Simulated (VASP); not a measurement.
# Sn (Fd-3m) in VASP: a series of runs

The runs below take Sn through single point, with PBE.

Program: VASP 6.6.1. These are calculated values, not measurements. Logs are shortened: lines on timing, memory, paths and dates and some standing lists are left out, and cuts for length are marked.

## 1. The cell of the first run

It takes space group Fd-3m (No. 227, cubic). Conventional cell: a = 6.467 Å, b = 6.467 Å, c = 6.467 Å, α = 90.00°, β = 90.00°, γ = 90.00°. Sn (site symmetry -43m) has 4 Sn at 2.80 Å within 3.7 Å.

## 2. Single point, PBE

INCAR reads:

```
ALGO = Fast
EDIFF = 1E-6
ENCUT = 520
GGA = PE
ISIF = 2
ISMEAR = 0
LASPH = T
LCHARG = F
LREAL = F
LWAVE = F
NBANDS = 21
NELM = 100
PREC = Accurate
SIGMA = 0.02
```

KPOINTS reads:

```
k-points
0
Gamma
  7 7 7
```

POSCAR reads:

```
Sn
1.0
    0.0000000000      3.2333428000      3.2333428000
    3.2333428000      0.0000000000      3.2333428000
    3.2333428000      3.2333428000      0.0000000000
Sn
2
Direct
    0.7500000000      0.7500000000      0.7500000000
    0.5000000000      0.5000000000      0.5000000000
```

Potentials or basis: VASP PAW PBE potentials, release 64 (Sn_d).

Started as:

```console
> cat potpaw_PBE.64/Sn_d/POTCAR > POTCAR
> mpirun -np 1 vasp_std > vasp.out
```

OUTCAR:

```text
EDIFF = 1E-6
   ENCUT = 520
   GGA = PE
   ISIF = 2
   ISMEAR = 0
   LASPH = T
   LREAL = F
   NELM = 100
   PREC = Accurate

 ion  position               nearest neighbor table
   1  0.750  0.750  0.750-   2 2.80   2 2.80   2 2.80   2 2.80
   2  0.500  0.500  0.500-   1 2.80   1 2.80   1 2.80   1 2.80

  LATTYP: Found a face centered cubic cell.
 ALAT       =     6.4666856000

  Lattice vectors:

 A1 = (   0.0000000000,   3.2333428000,   3.2333428000)
 A2 = (   3.2333428000,   0.0000000000,   3.2333428000)
 A3 = (   3.2333428000,   3.2333428000,   0.0000000000)

Analysis of symmetry for initial positions (statically):
=====================================================================
 Subroutine PRICEL returns:
 Original cell was already a primitive cell.

 Routine SETGRP: Setting up the symmetry group for a
 face centered cubic supercell.

 Subroutine GETGRP returns: Found 48 space group operations
 (whereof 24 operations were pure point group operations)
 out of a pool of 48 trial point group operations.

The static configuration has the point symmetry T_d .
 The point group associated with its full space group is O_h .

Analysis of symmetry for dynamics (positions and initial velocities):
=====================================================================
 Subroutine PRICEL returns:
 Original cell was already a primitive cell.

 Routine SETGRP: Setting up the symmetry group for a
 face centered cubic supercell.

 Subroutine GETGRP returns: Found 48 space group operations
 (whereof 24 operations were pure point group operations)
 out of a pool of 48 trial point group operations.

The dynamic configuration has the point symmetry T_d .
 The point group associated with its full space group is O_h .

 Subroutine INISYM returns: Found 48 space group operations
 (whereof 24 operations are pure point group operations),
 and found     1 'primitive' translations

----------------------------------------------------------------------------------------

                                     Primitive cell

  volume of cell :      67.6060

  direct lattice vectors                    reciprocal lattice vectors
     0.000000000  3.233342800  3.233342800    -0.154638723  0.154638723  0.154638723
     3.233342800  0.000000000  3.233342800     0.154638723 -0.154638723  0.154638723
     3.233342800  3.233342800  0.000000000     0.154638723  0.154638723 -0.154638723

  length of vectors
     4.572637240  4.572637240  4.572637240     0.267842124  0.267842124  0.267842124

  position of ions in fractional coordinates (direct lattice)
     0.750000000  0.750000000  0.750000000
     0.500000000  0.500000000  0.500000000

  ion indices of the primitive-cell ions
   primitive index   ion index
                 1           1
                 2           2

----------------------------------------------------------------------------------------

 KPOINTS: k-points

Automatic generation of k-mesh.
 Grid dimensions read from file:
 generate k-points for:    7    7    7

 Generating k-lattice:

  Cartesian coordinates                     Fractional coordinates (reciprocal lattice)
    -0.022091246  0.022091246  0.022091246     0.142857143  0.000000000  0.000000000
     0.022091246 -0.022091246  0.022091246     0.000000000  0.142857143  0.000000000
     0.022091246  0.022091246 -0.022091246     0.000000000  0.000000000  0.142857143

  Length of vectors
     0.038263161  0.038263161  0.038263161

  Shift w.r.t. Gamma in fractional coordinates (k-lattice)
     0.000000000  0.000000000  0.000000000

 Subroutine IBZKPT returns following result:
 ===========================================

 Found     20 irreducible k-points:

 Following reciprocal coordinates:
            Coordinates               Weight
  0.000000  0.000000  0.000000      1.000000
  0.142857  0.000000  0.000000      8.000000
  0.285714  0.000000  0.000000      8.000000
  0.428571  0.000000  0.000000      8.000000
  0.142857  0.142857  0.000000      6.000000
  0.285714  0.142857  0.000000     24.000000
[... 12 lines left out ...]
 -0.428571  0.428571  0.142857     24.000000
 -0.285714  0.428571  0.142857     24.000000
   k-points           NKPTS =     20   k-points in BZ     NKDIM =     20   number of bands    NBANDS=     21
   number of dos      NEDOS =    301   number of ions     NIONS =      2
   total plane-waves  NPLWV =  46656
   dimension x,y,z NGX =    36 NGY =   36 NGZ =   36
   dimension x,y,z NGXF=    72 NGYF=   72 NGZF=   72
   ions per type =               2
   NGX,Y,Z   is equivalent  to a cutoff of  13.09, 13.09, 13.09 a.u.
   NGXF,Y,Z  is equivalent  to a cutoff of  26.18, 26.18, 26.18 a.u.
 SYSTEM =  unknown system
   PREC   = accura    normal or accurate (medium, high low for compatibility)
   ISTART =      0    job   : 0-new  1-cont  2-samecut
   ICHARG =      2    charge: 1-file 2-atom 10-const
   ISPIN  =      1    spin polarized calculation?
   LNONCOLLINEAR =      F non collinear calculations
   LSORBIT =      F    spin-orbit coupling
   LASPH  =      T    aspherical Exc in radial PAW
   ENCUT  =  520.0 eV  38.22 Ry    6.18 a.u.   8.50  8.50  8.50*2*pi/ulx,y,z
   NELM   =    100;   NELMIN=  2; NELMDL= -5     # of ELM steps
   EDIFF  = 0.1E-05   stopping-criterion for ELM
   LREAL  =      F    real-space projection
   EDIFFG = 0.1E-04   stopping-criterion for IOM
   NSW    =      0    number of steps for IOM
   IBRION =     -1    ionic relax: 0-MD 1-quasi-New 2-CG
   NFREE  =      0    steps in history (QN), initial steepest desc. (CG)
   ISIF   =      2    stress and relaxation
   ISYM   =      2    0-nonsym 1-usesym 2-fastsym
   POTIM  = 0.5000    time-step for ionic-motion
   TEBEG  =    0.0;   TEEND  =   0.0 temperature during run
   PSTRESS=    0.0 pullay stress
   NELECT =      28.0000    total number of electrons
   NUPDOWN=      -1.0000    fix difference up-down
   EMIN   =  10.00;   EMAX   =-10.00  energy-range for DOS
   EFERMI =   0.00;   METHOD = LEGACY
   ISMEAR =     0;   SIGMA  =   0.02  broadening in eV -4-tet -1-fermi 0-gaus
   EFERMI_NEDOS =   21; number of points for ismear=-14 and -15
   IALGO  =     68    algorithm
   IMIX   =      4    mixing-type and parameters
     AMIX     =   0.40;   BMIX     =  1.00
     AMIX_MAG =   1.60;   BMIX_MAG =  1.00
  volume/ion in A,a.u.               =      33.80       228.11
  Fermi-wavevector in a.u.,A,eV,Ry     =   1.220298  2.306028 20.260793  1.489126
  Thomas-Fermi vector in A             =   2.355520
   LORBIT       =      0    0 simple, 1 ext, 2 COOP (PROOUT), +10 PAW based schemes
   GGA     = PE    functional components
   LHFCALC =     F    Hartree Fock is set to
   AEXX    =    0.0000 exact exchange contribution
   IVDW    =     0    specifies the selected vdW correction
   LEPSILON=     F    determine dielectric tensor
   LRPA    =     F    only Hartree local field effects (RPA)
 non-spin polarized calculation
 RMM-DIIS sequential band-by-band and
 Gauss-broadening in eV      SIGMA  =   0.02
  energy-cutoff  :      520.00
  volume of cell :       67.61
 maximum number of plane-waves:      1841
 NGX is ok and might be reduce to    36
   NGX = 17   NGY = 17   NGZ = 17

 number of electron      28.0000008 magnetization

 Free energy of the ion-electron system (eV)
  ---------------------------------------------------
  ext. energy  EPLUGINS =         0.00000000
  ---------------------------------------------------
  free energy    TOTEN  =        -7.60980126 eV

  energy without entropy =       -7.60959143  energy(sigma->0) =       -7.60969635

 E-fermi :   5.7948     XC(G=0):  -8.9195

 val. band max:        5.4866061039   @ k =   0.1429   0.0000   0.0000
 cond. band min:       5.8043805682   @ k =   0.4286   0.0000   0.0000
 fundamental gap:      0.3177744643
 Fermi energy:         5.7948375912

 k-point     1 :       0.0000    0.0000    0.0000
  band No.  band energies     occupation
      1     -15.9469      2.00000
      2     -15.9469      2.00000
      3     -15.9469      2.00000
      4     -15.8859      2.00000
      5     -15.8859      2.00000
      6     -15.5681      2.00000
[... 13 lines left out ...]
     20      13.7430      0.00000
     21      13.7436      0.00000

 k-point     2 :       0.1429    0.0000    0.0000
  band No.  band energies     occupation
      1     -15.9605      2.00000
      2     -15.9605      2.00000
      3     -15.9420      2.00000
      4     -15.8666      2.00000
      5     -15.8666      2.00000
      6     -15.5939      2.00000
[... 13 lines left out ...]
     20      12.7670      0.00000
     21      12.7670      0.00000

 k-point     3 :       0.2857    0.0000    0.0000
  band No.  band energies     occupation
      1     -15.9764      2.00000
      2     -15.9764      2.00000
      3     -15.9306      2.00000
      4     -15.8391      2.00000
      5     -15.8391      2.00000
      6     -15.6175      2.00000
[... 13 lines left out ...]
     20      12.7858      0.00000
     21      12.7858      0.00000

 k-point     4 :       0.4286    0.0000    0.0000
  band No.  band energies     occupation
      1     -15.9834      2.00000
      2     -15.9834      2.00000
      3     -15.9210      2.00000
      4     -15.8251      2.00000
      5     -15.8251      2.00000
      6     -15.6278      2.00000
[... 13 lines left out ...]
     20      14.0543      0.00000
     21      14.0544      0.00000

 k-point     5 :       0.1429    0.1429    0.0000
  band No.  band energies     occupation
      1     -15.9582      2.00000
      2     -15.9582      2.00000
      3     -15.9558      2.00000
      4     -15.8693      2.00000
      5     -15.8452      2.00000
      6     -15.6327      2.00000
[... 13 lines left out ...]
     20      12.0232      0.00000
     21      13.9698      0.00000

 k-point     6 :       0.2857    0.1429    0.0000
  band No.  band energies     occupation
      1     -15.9826      2.00000
      2     -15.9723      2.00000
      3     -15.9362      2.00000
      4     -15.8449      2.00000
      5     -15.8120      2.00000
      6     -15.6675      2.00000
[... 13 lines left out ...]
     20      13.1408      0.00000
     21      13.7692      0.00000

 k-point     7 :       0.4286    0.1429    0.0000
  band No.  band energies     occupation
      1     -16.0003      2.00000
      2     -15.9843      2.00000
      3     -15.9078      2.00000
      4     -15.8196      2.00000
      5     -15.7977      2.00000
      6     -15.6758      2.00000
[... 13 lines left out ...]
     20      14.2008      0.00000
     21      14.6563      0.00000
[... 195 lines left out ...]
      1     -16.0122      2.00000
      2     -15.9999      2.00000
      3     -15.8607      2.00000
      4     -15.8269      2.00000
      5     -15.7255      2.00000
      6     -15.7162      2.00000
[... 13 lines left out ...]
     20      14.8282      0.00000
     21      16.1012      0.00000

 k-point    17 :       0.4286    0.2857    0.1429
  band No.  band energies     occupation
      1     -15.9954      2.00000
      2     -15.9937      2.00000
      3     -15.9067      2.00000
      4     -15.8211      2.00000
      5     -15.7764      2.00000
      6     -15.7040      2.00000
[... 13 lines left out ...]
     20      14.1056      0.00000
     21      14.7771      0.00000

 k-point    18 :      -0.4286    0.2857    0.1429
  band No.  band energies     occupation
      1     -16.0150      2.00000
      2     -16.0001      2.00000
      3     -15.8698      2.00000
      4     -15.7940      2.00000
      5     -15.7614      2.00000
      6     -15.7133      2.00000
[... 13 lines left out ...]
     20      14.2037      0.00000
     21      14.8981      0.00000

 k-point    19 :      -0.4286    0.4286    0.1429
  band No.  band energies     occupation
      1     -16.0106      2.00000
      2     -16.0081      2.00000
      3     -15.8620      2.00000
      4     -15.7899      2.00000
      5     -15.7590      2.00000
      6     -15.7006      2.00000
[... 13 lines left out ...]
     20      14.7989      0.00000
     21      16.0803      0.00000

 k-point    20 :      -0.2857    0.4286    0.1429
  band No.  band energies     occupation
      1     -16.0221      2.00000
      2     -16.0091      2.00000
      3     -15.8373      2.00000
      4     -15.7674      2.00000
      5     -15.7482      2.00000
      6     -15.7149      2.00000
[... 13 lines left out ...]
     20      14.5172      0.00000
     21      16.3116      0.00000

------------------------ aborting loop because EDIFF is reached ----------------------------------------

  FORCE on cell =-STRESS in cart. coord.  units (eV):
  Direction    XX          YY          ZZ          XY          YZ          ZX
  --------------------------------------------------------------------------------------
  -------------------------------------------------------------------------------------
  Total        1.5897842      1.5897842      1.5897842      0.0000000      0.0000000      0.0000000
  in kB       37.6758899     37.6758899     37.6758899      0.0000000      0.0000000      0.0000000
  external PRESSURE =      37.6758899 kB  Pullay stress =       0.0000000 kB

 VOLUME and BASIS-vectors are now :
 -----------------------------------------------------------------------------
  energy-cutoff  :      520.00
  volume of cell :       67.61
      direct lattice vectors                 reciprocal lattice vectors
     0.000000000  3.233342800  3.233342800    -0.154638723  0.154638723  0.154638723
     3.233342800  0.000000000  3.233342800     0.154638723 -0.154638723  0.154638723
     3.233342800  3.233342800  0.000000000     0.154638723  0.154638723 -0.154638723

 POSITION                                       TOTAL-FORCE (eV/Angst)
 -----------------------------------------------------------------------------------
      4.85001      4.85001      4.85001         0.000000      0.000000      0.000000
      3.23334      3.23334      3.23334        -0.000000     -0.000000     -0.000000
 -----------------------------------------------------------------------------------
    total drift:                                0.000000      0.000000      0.000000

  FREE ENERGIE OF THE ION-ELECTRON SYSTEM (eV)
  ---------------------------------------------------
  free  energy   TOTEN  =        -7.6098012619 eV

  energy  without entropy=       -7.6095914350  energy(sigma->0) =       -7.60969635
```

It took 18 s on 1 thread of Intel Xeon Platinum 8488C (Sapphire Rapids), shared host; peak memory 0.2 GiB.

What came out:

* Free energy: -7.6098 eV
* Pressure: 3.8 GPa
* Band gap on the k mesh: zero (band 14 reaches 5.84 eV, above the bottom of band 15 at 5.80 eV)

Levels at points of the mesh, in eV from the Fermi level:
```csv
k point,band 11,band 12,band 13,band 14,band 15,band 16,band 17,band 18
"(0.00, 0.00, 0.00)",-10.71,-0.60,0.05,0.05,0.05,2.12,2.12,2.12
```

Caveat: spin-orbit coupling is left out, which moves the levels of the heavy elements.

## 3. Single point, PBE

INCAR reads:

```
SYSTEM = Sn
PREC = Accurate
ENCUT = 520
EDIFF = 1E-6
ISMEAR = 0
SIGMA = 0.025
LREAL = .FALSE.
LASPH = .TRUE.
NELM = 60
ALGO = Normal
ISIF = 2
LWAVE = .FALSE.
LCHARG = .FALSE.
GGA = PE
NBANDS = 21
```

KPOINTS reads:

```
Automatic mesh
0
G
  7 7 7
  0 0 0
```

POSCAR is that of step 2.

Potentials or basis: VASP PAW PBE potentials, release 64 (Sn_d).

Started as:

```console
> cat potpaw_PBE.64/Sn_d/POTCAR > POTCAR
> mpirun -np 1 vasp_std > vasp.out
```

It took 14 s on 1 thread of Intel Xeon Platinum 8488C (Sapphire Rapids), shared host; peak memory 0.2 GiB.

It converged, with:

```yaml
Free_energy: -7.6099 eV
Pressure: 3.8 GPa
Band_gap_on_the_k_mesh: zero (band 14 reaches 5.84 eV, above the bottom of band 15 at 5.80 eV)
```

Levels at points of the mesh, in eV from the Fermi level:
```tsv
k point	band 11	band 12	band 13	band 14	band 15	band 16	band 17	band 18
(0.00, 0.00, 0.00)	-10.71	-0.60	0.05	0.05	0.05	2.13	2.13	2.13
```

Caveat: spin-orbit coupling is left out, which moves the levels of the heavy elements.
